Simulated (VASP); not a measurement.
# I in VASP: relaxation of cell and atoms with LDA

Aim: the relaxation of cell and atoms of I with LDA.

All numbers are computed with VASP 6.6.1; they aren't measurements. Logs are shortened: lines on timing, memory, paths and dates and some standing lists are left out, and cuts for length are marked.

### Step 1. The cell of the first run

The typed cell holds 2 atoms: a = 5.402 Å, b = 5.402 Å, c = 5.402 Å, α = 33.57°, β = 33.57°, γ = 33.57°.

### Step 2. Relaxation of cell and atoms, LDA, target pressure 35 GPa, at which the enthalpy is minimised

INCAR reads:

```
PREC = Accurate ; ENCUT = 600
EDIFF = 1E-7 ; ISMEAR = -1
SIGMA = 0.05 ; LREAL = False
LASPH = True ; NELM = 80
ALGO = Normal ; ISIF = 3
LWAVE = False ; LCHARG = False
GGA = CA ; IBRION = 2
NSW = 32 ; EDIFFG = -0.005
PSTRESS = 350.0
```

KPOINTS reads:

```
Automatic mesh
0
Gamma
  12 12 12
```

POSCAR reads:

```
I
1.0
    1.5596869458     -0.9004856780      5.0925167084
    0.0000000000      1.8009713560      5.0925167084
   -1.5596869458     -0.9004856780      5.0925167084
I
2
Direct
    0.2500000001      0.2500000001      0.2500000001
   -0.2500000001     -0.2500000001     -0.2500000001
```

Potentials or basis: VASP PAW LDA potentials, release 64 (I).

Started as:

```console
$ cat potpaw_LDA.64/I/POTCAR > POTCAR
$ mpirun -np 1 vasp_std > vasp.out
```

OUTCAR:

```text
PREC = Accurate
   ENCUT = 600
   EDIFF = 1E-7
   ISMEAR = -1
   LREAL = False
   LASPH = True
   NELM = 80
   ISIF = 3
   GGA = CA
   IBRION = 2
   NSW = 32
   EDIFFG = -0.005
   PSTRESS = 350.0

 ion  position               nearest neighbor table
   1  0.250  0.250  0.250-   2 3.12   2 3.12   2 3.12   2 3.12   2 3.12   2 3.12
   2  0.750  0.750  0.750-   1 3.12   1 3.12   1 3.12   1 3.12   1 3.12   1 3.12

  LATTYP: Found a trigonal (rhomboedric) cell.
 ALAT       =     5.4015946026
 COS(alpha) =     0.8332518989

  Lattice vectors:

 A1 = (   1.5596869458,  -0.9004856780,   5.0925167084)
 A2 = (   0.0000000000,   1.8009713560,   5.0925167084)
 A3 = (  -1.5596869458,  -0.9004856780,   5.0925167084)

Analysis of symmetry for initial positions (statically):
=====================================================================
 Subroutine PRICEL returns following result:

  LATTYP: Found a trigonal (rhomboedric) cell.
 ALAT       =     3.1188025662
 COS(alpha) =     0.4998167950

  Lattice vectors:

 A1 = (   1.5596869458,   0.9004856780,   2.5462583573)
 A2 = (  -1.5596869458,   0.9004856780,   2.5462583511)
 A3 = (   0.0000000000,  -1.8009713560,   2.5462583573)

   2 primitive cells build up your supercell.

 Routine SETGRP: Setting up the symmetry group for a
 trigonal (rhombohedral) supercell.

 Subroutine GETGRP returns: Found 12 space group operations
 (whereof 12 operations were pure point group operations)
 out of a pool of 12 trial point group operations.

The static configuration has the point symmetry D_3d.

Analysis of symmetry for dynamics (positions and initial velocities):
=====================================================================
 Subroutine PRICEL returns following result:

  LATTYP: Found a trigonal (rhomboedric) cell.
 ALAT       =     3.1188025662
 COS(alpha) =     0.4998167950

  Lattice vectors:

 A1 = (   1.5596869458,   0.9004856780,   2.5462583573)
 A2 = (  -1.5596869458,   0.9004856780,   2.5462583511)
 A3 = (   0.0000000000,  -1.8009713560,   2.5462583573)

   2 primitive cells build up your supercell.

 Routine SETGRP: Setting up the symmetry group for a
 trigonal (rhombohedral) supercell.

 Subroutine GETGRP returns: Found 12 space group operations
 (whereof 12 operations were pure point group operations)
 out of a pool of 12 trial point group operations.

The dynamic configuration has the point symmetry D_3d.

 Subroutine INISYM returns: Found 12 space group operations
[... 104 lines left out ...]
   TEBEG  =    0.0;   TEEND  =   0.0 temperature during run
   PSTRESS=  350.0 pullay stress
   NELECT =      14.0000    total number of electrons
   NUPDOWN=      -1.0000    fix difference up-down
   EMIN   =  10.00;   EMAX   =-10.00  energy-range for DOS
   EFERMI =   0.00;   METHOD = LEGACY
   ISMEAR =    -1;   SIGMA  =   0.05  broadening in eV -4-tet -1-fermi 0-gaus
   EFERMI_NEDOS =   21; number of points for ismear=-14 and -15
   IALGO  =     38    algorithm
   IMIX   =      4    mixing-type and parameters
     AMIX     =   0.40;   BMIX     =  1.00
     AMIX_MAG =   1.60;   BMIX_MAG =  1.00
  volume/ion in A,a.u.               =      21.46       144.80
  Fermi-wavevector in a.u.,A,eV,Ry     =   1.126985  2.129693 17.280698  1.270096
  Thomas-Fermi vector in A             =   2.263669
   LORBIT       =      0    0 simple, 1 ext, 2 COOP (PROOUT), +10 PAW based schemes
   GGA     = CA    functional components
   LHFCALC =     F    Hartree Fock is set to
   AEXX    =    0.0000 exact exchange contribution
   IVDW    =     0    specifies the selected vdW correction
   LEPSILON=     F    determine dielectric tensor
   LRPA    =     F    only Hartree local field effects (RPA)
 conjugate gradient relaxation of ions
 non-spin polarized calculation
  energy-cutoff  :      600.00
  volume of cell :       42.91
 maximum number of plane-waves:      1450
 NGX is ok and might be reduce to    48
   NGX = 21   NGY = 21   NGZ = 21

 number of electron      14.0000000 magnetization

 Free energy of the ion-electron system (eV)
  ---------------------------------------------------
  ext. energy  EPLUGINS =         0.00000000
  ---------------------------------------------------
  free energy    TOTEN  =        -1.94489960 eV

  energy without entropy =       -1.93153169  energy(sigma->0) =       -1.93821564

 E-fermi :  12.2038     XC(G=0): -11.5898

 val. band max:       12.1981611193   @ k =   0.2500   0.0833   0.0833
 cond. band min:      12.2043699356   @ k =  -0.3333   0.5000   0.0833
 fundamental gap:      0.0062088164
 Fermi energy:        12.2038230144

 k-point     1 :       0.0000    0.0000    0.0000
  band No.  band energies     occupation
      1      -5.7007      2.00000
      2      -1.8791      2.00000
      3       3.2046      2.00000
      4      13.0009      0.00000
      5      13.0009      0.00000
      6      14.7222      0.00000
      7      14.7222      0.00000
      8      14.7300      0.00000
      9      19.2676      0.00000
     10      20.7983      0.00000
     11      20.7983      0.00000
[... 309 lines left out ...]
 k-point    24 :      -0.4167    0.1667   -0.0000
  band No.  band energies     occupation
      1      -1.2689      2.00000
      2      -0.9592      2.00000
      3       4.9594      2.00000
      4       5.5913      2.00000
      5       7.4518      2.00000
      6       8.0358      2.00000
      7       9.4558      2.00000
      8      10.7713      2.00000
      9      19.0435      0.00000
     10      19.0782      0.00000
     11      20.5307      0.00000

 [... further k-points ...]

------------------------ aborting loop because EDIFF is reached ----------------------------------------

  FORCE on cell =-STRESS in cart. coord.  units (eV):
  Direction    XX          YY          ZZ          XY          YZ          ZX
  --------------------------------------------------------------------------------------
  -------------------------------------------------------------------------------------
  Total        9.3655572      9.3655572      9.3680227      0.0000000     -0.0000000      0.0000000
  in kB      349.6602323    349.6602323    349.7522837      0.0000000     -0.0000000      0.0000000
  external PRESSURE =      -0.3090839 kB  Pullay stress =     350.0000000 kB

 VOLUME and BASIS-vectors are now :
 -----------------------------------------------------------------------------
  energy-cutoff  :      600.00
  volume of cell :       42.91
      direct lattice vectors                 reciprocal lattice vectors
     1.559686946 -0.900485678  5.092516708     0.320577153 -0.185085305  0.065455521
     0.000000000  1.800971356  5.092516708     0.000000000  0.370170611  0.065455521
    -1.559686946 -0.900485678  5.092516708    -0.320577153 -0.185085305  0.065455521

 POSITION                                       TOTAL-FORCE (eV/Angst)
 -----------------------------------------------------------------------------------
      0.00000      0.00000      3.81939         0.000000      0.000000     -0.000000
      0.00000      0.00000     11.45816         0.000000      0.000000      0.000000
 -----------------------------------------------------------------------------------
    total drift:                                0.000000      0.000000     -0.000000

  FREE ENERGIE OF THE ION-ELECTRON SYSTEM (eV)
  ---------------------------------------------------
  free  energy   TOTEN  =        -1.9448995967 eV

  energy  without entropy=       -1.9315316885  energy(sigma->0) =       -1.93821564

  enthalpy is  TOTEN    =         7.4297581652 eV   P V=        9.3746577618

 reached required accuracy - stopping structural energy minimisation
```

Run time: 86 s. Hardware: 1 thread of Intel Xeon 6975P-C (Granite Rapids), shared host; peak memory 0.31 GiB.

What came out:

```yaml
Free_energy: -1.9449 eV
Pressure_after_relaxing: 35.0 GPa
Band_gap_on_the_k_mesh: zero (bands 7 and 8 overlap by 4.65 eV)
```

Final structure:
```
CELL_PARAMETERS angstrom
1.55969 -0.90049 5.09252
0.00000 1.80097 5.09252
-1.55969 -0.90049 5.09252
ATOMIC_POSITIONS crystal
I 0.25000 0.25000 0.25000
I 0.75000 0.75000 0.75000
```

Caveat: the relaxation stopped at its first step, so nothing moved; the cell is relaxed towards a set pressure, so the run minimises the enthalpy, not the energy; spin-orbit coupling is left out, which moves the levels of the heavy elements.
